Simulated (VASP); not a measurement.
# MoH3 (P1) in VASP: further runs

Runs on MoH3. Level: PBE. Tasks: single point, relaxation of cell and atoms.

Program: VASP 6.6.1. These are calculated values, not measurements. Logs are shortened: lines on timing, memory, paths and dates and some standing lists are left out, and cuts for length are marked.

## Step 1: The cell of the first run

The typed cell holds 8 atoms: a = 2.984 Å, b = 4.365 Å, c = 4.689 Å, α = 115.18°, β = 95.48°, γ = 90.61°.

## Step 2: Single point, PBE

INCAR

```
SYSTEM = MoH3
PREC = Accurate
ENCUT = 520
EDIFF = 1E-7
ISMEAR = 0
SIGMA = 0.2
LREAL = .FALSE.
LASPH = .TRUE.
NELM = 100
ALGO = Normal
ISIF = 2
LWAVE = .FALSE.
LCHARG = .FALSE.
GGA = PE
NBANDS = 27
```

KPOINTS

```
regular mesh
0
G
  8 6 6
  0 0 0
```

POSCAR

```
MoH3
1.0
    2.9835826180      0.0019994709     -0.0040312689
   -0.0496579069      4.3650815413     -0.0061827223
   -0.4408594364     -1.9943272110      4.2211002653
H Mo
6 2
Direct
    0.1017889032      0.3790631206      0.0785390139
    0.1049552523      0.9152675027      0.3046723316
    0.7660246416      0.6378121153      0.6953551242
    0.4061257087      0.7587018462      0.9674326430
    0.7057801917      0.0717269676      0.6925486460
    0.5726542901      0.2426999015      0.3021375581
    0.2317340926      0.3369854180      0.6550002218
    0.6109369196      0.6577431276      0.3043144616
```

Potentials or basis: VASP PAW PBE potentials, release 64 (H, Mo_sv).

On the command line:

```bash
> cat potpaw_PBE.64/H/POTCAR potpaw_PBE.64/Mo_sv/POTCAR > POTCAR
> mpirun -np 1 vasp_std > vasp.out
```

OUTCAR:

```text
SYSTEM = MoH3
   PREC = Accurate
   ENCUT = 520
   EDIFF = 1E-7
   ISMEAR = 0
   LREAL = .FALSE.
   LASPH = .TRUE.
   NELM = 100
   ISIF = 2
   GGA = PE

 ion  position               nearest neighbor table
   1  0.102  0.379  0.079-   8 1.86   7 1.99   8 2.00
   2  0.105  0.915  0.305-   8 1.84   7 1.88   8 1.89
   3  0.766  0.638  0.695-   8 1.89   7 1.89   7 2.00
   4  0.406  0.759  0.967-   7 1.83   8 1.86
   5  0.706  0.072  0.693-   7 1.88   8 1.94   7 2.01
   6  0.573  0.243  0.302-   8 1.81   7 1.92
   7  0.232  0.337  0.655-   4 1.83   2 1.88   5 1.88   3 1.89   6 1.92   1 1.99   3 2.00   5 2.01
                             8 2.86   8 2.87   8 3.01   8 3.09   8 3.17   8 3.49
   8  0.611  0.658  0.304-   6 1.81   2 1.84   1 1.86   4 1.86   3 1.89   2 1.89   5 1.94   1 2.00
                             7 2.86   7 2.87   7 3.01   7 3.09   7 3.17   7 3.49

  LATTYP: Found a triclinic cell.
 ALAT       =     4.3653683689
 B/A-ratio  =     1.2051956546
 C/A-ratio  =     1.3644897934
 COS(alpha) =     0.0034687838
 COS(beta)  =     0.4032809520
 COS(gamma) =     0.8236708999

  Lattice vectors:

 A1 = (   0.0496579069,  -4.3650815413,   0.0061827223)
 A2 = (  -2.9339247111,  -4.3670810122,   0.0102139912)
 A3 = (   3.4740999613,  -2.3687548594,  -4.2189488119)

Analysis of symmetry for initial positions (statically):
=====================================================================
 Subroutine PRICEL returns:
 Original cell was already a primitive cell.

 Routine SETGRP: Setting up the symmetry group for a
 triclinic supercell.

 Subroutine GETGRP returns: Found  1 space group operations
 (whereof  1 operations were pure point group operations)
 out of a pool of  2 trial point group operations.

The static configuration has the point symmetry C_1 .

Analysis of symmetry for dynamics (positions and initial velocities):
=====================================================================
 Subroutine PRICEL returns:
 Original cell was already a primitive cell.

 Routine SETGRP: Setting up the symmetry group for a
 triclinic supercell.

 Subroutine GETGRP returns: Found  1 space group operations
 (whereof  1 operations were pure point group operations)
 out of a pool of  2 trial point group operations.

The dynamic configuration has the point symmetry C_1 .

 Subroutine INISYM returns: Found  1 space group operations
 (whereof  1 operations are pure point group operations),
 and found     1 'primitive' translations

----------------------------------------------------------------------------------------

                                     Primitive cell

  volume of cell :      54.9293

  direct lattice vectors                    reciprocal lattice vectors
     2.983582618  0.001999471 -0.004031269     0.335214706  0.003865635  0.036836819
    -0.049657907  4.365081541 -0.006182722    -0.000007288  0.229244122  0.108309338
    -0.440859436 -1.994327211  4.221100265     0.000320129  0.000339470  0.237098880

  length of vectors
     2.983586011  4.365368369  4.689284116     0.337254790  0.253542462  0.237099339

  position of ions in fractional coordinates (direct lattice)
     0.101788903  0.379063121  0.078539014
     0.104955252  0.915267503  0.304672332
     0.766024642  0.637812115  0.695355124
     0.406125709  0.758701846  0.967432643
     0.705780192  0.071726968  0.692548646
     0.572654290  0.242699902  0.302137558
     0.231734093  0.336985418  0.655000222
     0.610936920  0.657743128  0.304314462

  ion indices of the primitive-cell ions
   primitive index   ion index
                 1           1
                 2           2
                 3           3
                 4           4
                 5           5
                 6           6
                 7           7
                 8           8

----------------------------------------------------------------------------------------

 KPOINTS: regular mesh

Automatic generation of k-mesh.
 Grid dimensions read from file:
 generate k-points for:    8    6    6

 Generating k-lattice:

  Cartesian coordinates                     Fractional coordinates (reciprocal lattice)
     0.041901838  0.000483204  0.004604602     0.125000000 -0.000000000 -0.000000000
    -0.000001215  0.038207354  0.018051556     0.000000000  0.166666667 -0.000000000
     0.000053355  0.000056578  0.039516480     0.000000000  0.000000000  0.166666667

  Length of vectors
     0.042156849  0.042257077  0.039516557

  Shift w.r.t. Gamma in fractional coordinates (k-lattice)
     0.000000000  0.000000000  0.000000000

 Subroutine IBZKPT returns following result:
 ===========================================

 Found    148 irreducible k-points:

 Following reciprocal coordinates:
            Coordinates               Weight
  0.000000  0.000000  0.000000      1.000000
  0.125000 -0.000000  0.000000      2.000000
  0.250000 -0.000000  0.000000      2.000000
  0.375000 -0.000000 -0.000000      2.000000
  0.500000 -0.000000  0.000000      1.000000
 -0.000000  0.166667  0.000000      2.000000
[... 16 lines left out ...]
  0.125000  0.500000  0.000000      2.000000
  0.250000  0.500000  0.000000      2.000000
 [... further k-points ...]
   k-points           NKPTS =    148   k-points in BZ     NKDIM =    148   number of bands    NBANDS=     27
   number of dos      NEDOS =    301   number of ions     NIONS =      8
   total plane-waves  NPLWV =  27648
   dimension x,y,z NGX =    24 NGY =   32 NGZ =   36
   dimension x,y,z NGXF=    48 NGYF=   64 NGZF=   72
   ions per type =               6   2
   NGX,Y,Z   is equivalent  to a cutoff of  13.37, 12.19, 12.76 a.u.
   NGXF,Y,Z  is equivalent  to a cutoff of  26.75, 24.37, 25.53 a.u.
 SYSTEM =  MoH3
   PREC   = accura    normal or accurate (medium, high low for compatibility)
   ISTART =      0    job   : 0-new  1-cont  2-samecut
   ICHARG =      2    charge: 1-file 2-atom 10-const
   ISPIN  =      1    spin polarized calculation?
   LNONCOLLINEAR =      F non collinear calculations
   LSORBIT =      F    spin-orbit coupling
   LASPH  =      T    aspherical Exc in radial PAW
   ENCUT  =  520.0 eV  38.22 Ry    6.18 a.u.   5.55  8.12  8.72*2*pi/ulx,y,z
   NELM   =    100;   NELMIN=  2; NELMDL= -5     # of ELM steps
   EDIFF  = 0.1E-06   stopping-criterion for ELM
   LREAL  =      F    real-space projection
   EDIFFG = 0.1E-05   stopping-criterion for IOM
   NSW    =      0    number of steps for IOM
   IBRION =     -1    ionic relax: 0-MD 1-quasi-New 2-CG
   NFREE  =      0    steps in history (QN), initial steepest desc. (CG)
   ISIF   =      2    stress and relaxation
   ISYM   =      2    0-nonsym 1-usesym 2-fastsym
   POTIM  = 0.5000    time-step for ionic-motion
   TEBEG  =    0.0;   TEEND  =   0.0 temperature during run
   PSTRESS=    0.0 pullay stress
   NELECT =      34.0000    total number of electrons
   NUPDOWN=      -1.0000    fix difference up-down
   EMIN   =  10.00;   EMAX   =-10.00  energy-range for DOS
   EFERMI =   0.00;   METHOD = LEGACY
   ISMEAR =     0;   SIGMA  =   0.20  broadening in eV -4-tet -1-fermi 0-gaus
   EFERMI_NEDOS =   21; number of points for ismear=-14 and -15
   IALGO  =     38    algorithm
   IMIX   =      4    mixing-type and parameters
     AMIX     =   0.40;   BMIX     =  1.00
     AMIX_MAG =   1.60;   BMIX_MAG =  1.00
  volume/ion in A,a.u.               =       6.87        46.34
  Fermi-wavevector in a.u.,A,eV,Ry     =   1.395189  2.636525 26.484454  1.946552
  Thomas-Fermi vector in A             =   2.518665
   LORBIT       =      0    0 simple, 1 ext, 2 COOP (PROOUT), +10 PAW based schemes
   GGA     = PE    functional components
   LHFCALC =     F    Hartree Fock is set to
   AEXX    =    0.0000 exact exchange contribution
   IVDW    =     0    specifies the selected vdW correction
   LEPSILON=     F    determine dielectric tensor
   LRPA    =     F    only Hartree local field effects (RPA)
 non-spin polarized calculation
 Gauss-broadening in eV      SIGMA  =   0.20
  energy-cutoff  :      520.00
  volume of cell :       54.93
 maximum number of plane-waves:      1497
 NGX is ok and might be reduce to    24
   NGX = 11   NGY = 17   NGZ = 17

 number of electron      33.9999999 magnetization

 Free energy of the ion-electron system (eV)
  ---------------------------------------------------
  ext. energy  EPLUGINS =         0.00000000
  ---------------------------------------------------
  free energy    TOTEN  =       -40.55119521 eV

  energy without entropy =      -40.50333064  energy(sigma->0) =      -40.52726292

 E-fermi :   7.5410     XC(G=0): -11.6011

 val. band max:        7.5307170420   @ k =   0.1250  -0.3333   0.1667
 cond. band min:       7.5446673740   @ k =   0.0000  -0.3333   0.1667
 fundamental gap:      0.0139503319
 Fermi energy:         7.5409831653

 k-point     1 :       0.0000    0.0000    0.0000
  band No.  band energies     occupation
      1     -53.8390      2.00000
      2     -53.7244      2.00000
      3     -28.2007      2.00000
      4     -28.0900      2.00000
      5     -27.7868      2.00000
      6     -27.7447      2.00000
[... 19 lines left out ...]
     26      16.0667      0.00000
     27      18.2845      0.00000

 k-point     2 :       0.1250   -0.0000    0.0000
  band No.  band energies     occupation
      1     -53.8298      2.00000
      2     -53.7212      2.00000
      3     -28.1868      2.00000
      4     -28.0704      2.00000
      5     -27.8191      2.00000
      6     -27.7660      2.00000
[... 19 lines left out ...]
     26      15.8640      0.00000
     27      16.6517      0.00000

 k-point     3 :       0.2500   -0.0000    0.0000
  band No.  band energies     occupation
      1     -53.8067      2.00000
      2     -53.7145      2.00000
      3     -28.1565      2.00000
      4     -28.0277      2.00000
      5     -27.9446      2.00000
      6     -27.8393      2.00000
[... 19 lines left out ...]
     26      15.2968      0.00000
     27      16.4000      0.00000

 k-point     4 :       0.3750   -0.0000   -0.0000
  band No.  band energies     occupation
      1     -53.7816      2.00000
      2     -53.7096      2.00000
      3     -28.1614      2.00000
      4     -28.0809      2.00000
      5     -28.0153      2.00000
      6     -27.9258      2.00000
[... 19 lines left out ...]
     26      15.2410      0.00000
     27      15.9634      0.00000

 k-point     5 :       0.5000   -0.0000    0.0000
  band No.  band energies     occupation
      1     -53.7702      2.00000
      2     -53.7086      2.00000
      3     -28.1971      2.00000
      4     -28.1279      2.00000
      5     -28.0388      2.00000
      6     -27.8991      2.00000
[... 19 lines left out ...]
     26      15.1772      0.00000
     27      16.1022      0.00000

 k-point     6 :      -0.0000    0.1667    0.0000
  band No.  band energies     occupation
      1     -53.8332      2.00000
      2     -53.7301      2.00000
      3     -28.2050      2.00000
      4     -28.0834      2.00000
      5     -27.8008      2.00000
      6     -27.7414      2.00000
[... 444 lines left out ...]
      1     -53.8130      2.00000
      2     -53.7380      2.00000
      3     -28.2056      2.00000
      4     -28.0555      2.00000
      5     -27.8578      2.00000
      6     -27.7609      2.00000
[... 19 lines left out ...]
     26      16.8183      0.00000
     27      17.9016      0.00000

 k-point    22 :      -0.0000    0.5000    0.0000
  band No.  band energies     occupation
      1     -53.8097      2.00000
      2     -53.7537      2.00000
      3     -28.2245      2.00000
      4     -28.0401      2.00000
      5     -27.8682      2.00000
      6     -27.7134      2.00000
[... 19 lines left out ...]
     26      17.6333      0.00000
     27      18.8037      0.00000

 k-point    23 :       0.1250    0.5000    0.0000
  band No.  band energies     occupation
      1     -53.8027      2.00000
      2     -53.7483      2.00000
      3     -28.2102      2.00000
      4     -28.0321      2.00000
      5     -27.8883      2.00000
      6     -27.7527      2.00000
[... 19 lines left out ...]
     26      17.4812      0.00000
     27      18.4056      0.00000

 k-point    24 :       0.2500    0.5000    0.0000
  band No.  band energies     occupation
      1     -53.7857      2.00000
      2     -53.7353      2.00000
      3     -28.1845      2.00000
      4     -28.0486      2.00000
      5     -27.9667      2.00000
      6     -27.8428      2.00000
[... 19 lines left out ...]
     26      16.7870      0.00000
     27      17.4146      0.00000

 [... further k-points ...]
[... 5 lines left out ...]
  --------------------------------------------------------------------------------------
  -------------------------------------------------------------------------------------
  Total       -0.0672107      0.0848666      0.0742545     -0.0570119      0.0171307     -0.0447399
  in kB       -1.9603995      2.4753863      2.1658545     -1.6629217      0.4996674     -1.3049715
  external PRESSURE =       0.8936138 kB  Pullay stress =       0.0000000 kB

 VOLUME and BASIS-vectors are now :
 -----------------------------------------------------------------------------
  energy-cutoff  :      520.00
  volume of cell :       54.93
      direct lattice vectors                 reciprocal lattice vectors
     2.983582618  0.001999471 -0.004031269     0.335214706  0.003865635  0.036836819
    -0.049657907  4.365081541 -0.006182722    -0.000007288  0.229244122  0.108309338
    -0.440859436 -1.994327211  4.221100265     0.000320129  0.000339470  0.237098880

 POSITION                                       TOTAL-FORCE (eV/Angst)
 -----------------------------------------------------------------------------------
      0.25025      1.49821      0.32877         0.003948     -0.001222     -0.006854
      0.13337      3.38781      1.27997         0.006849     -0.002405     -0.003869
      1.94727      1.39887      2.92813        -0.010875      0.006287      0.009266
      0.74753      1.38323      4.07730         0.001896      0.014904      0.002726
      1.79688     -1.06666      2.92003         0.001650     -0.007586      0.000967
      1.56331      0.45799      1.27154        -0.000247     -0.006965     -0.003373
      0.38590      0.16515      2.76180         0.014902      0.022564      0.017537
      1.65596      2.26542      1.27801        -0.018123     -0.025578     -0.016400
 -----------------------------------------------------------------------------------
    total drift:                                0.000034      0.000032     -0.000047

  FREE ENERGIE OF THE ION-ELECTRON SYSTEM (eV)
  ---------------------------------------------------
  free  energy   TOTEN  =       -40.5511952073 eV

  energy  without entropy=      -40.5033306393  energy(sigma->0) =      -40.52726292
```

Run time: 1.7 min. Hardware: 1 thread of AMD EPYC 9R45 (Zen 5), shared host; peak memory 0.27 GiB.

What came out:

```
Free energy            : -40.5512 eV
Pressure               : 0.1 GPa
Largest force          : 0.035 eV/Å
Band gap on the k mesh : zero (bands 17 and 18 overlap by 1.38 eV)
```

Forces in eV/Å, atoms in the order of the input:
```
H    0.004 -0.001 -0.007
H    0.007 -0.002 -0.004
H   -0.011  0.006  0.009
H    0.002  0.015  0.003
H    0.002 -0.008  0.001
H    0.000 -0.007 -0.003
Mo   0.015  0.023  0.018
Mo  -0.018 -0.026 -0.016
```

Stress tensor (GPa, compression positive):
```
-0.20 -0.17 -0.13
-0.17  0.25  0.05
-0.13  0.05  0.22
```

(Continued in part 2 of 2.)
